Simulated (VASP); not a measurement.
Runs of VASP 6.6.1 on Ta. The structure is that of space group P6_3/mmc (No. 194), or close to it. The cells are those of the table. 

```tsv
cell	gap on the mesh (eV)	pressure (GPa)
a = 2.957, b = 2.957, c = 5.268 Å, angles 90.0, 90.0, 120.0°, 2 atoms	none	-16.3
a = 2.939, b = 2.939, c = 5.234 Å, angles 90.0, 90.0, 120.0°, 2 atoms	none	-13.5
a = 2.881, b = 2.881, c = 5.132 Å, angles 90.0, 90.0, 120.0°, 2 atoms	none	-3.4
a = 2.920, b = 2.920, c = 5.200 Å, angles 90.0, 90.0, 120.0°, 2 atoms	none	(b)
a = 2.841, b = 2.841, c = 5.061 Å, angles 90.0, 90.0, 120.0°, 2 atoms	none	5.3
a = 2.861, b = 2.861, c = 5.096 Å, angles 90.0, 90.0, 120.0°, 2 atoms	none	0.7
a = 2.900, b = 2.900, c = 5.166 Å, angles 90.0, 90.0, 120.0°, 2 atoms	none	(a)
```

Alike in all rows: task single point; level PBEsol; potentials or basis VASP PAW PBE potentials, release 64 (Ta_pv); no spin polarisation; k mesh 11 × 11 × 6; cutoff (eV) 520; smearing gaussian 0.1 eV.

Problem. Fill in the values left out.

Solution. (a) -7.1; (b) -10.5.

Caveats: the PAW data sets were made with another functional, which shifts forces and pressure a little; spin-orbit coupling is left out, which moves the levels of the heavy elements.

A k mesh can miss the band edges, and the runs leave out spin-orbit coupling on Ta.

A gap of «none» marks levels without a gap at the run's occupations.
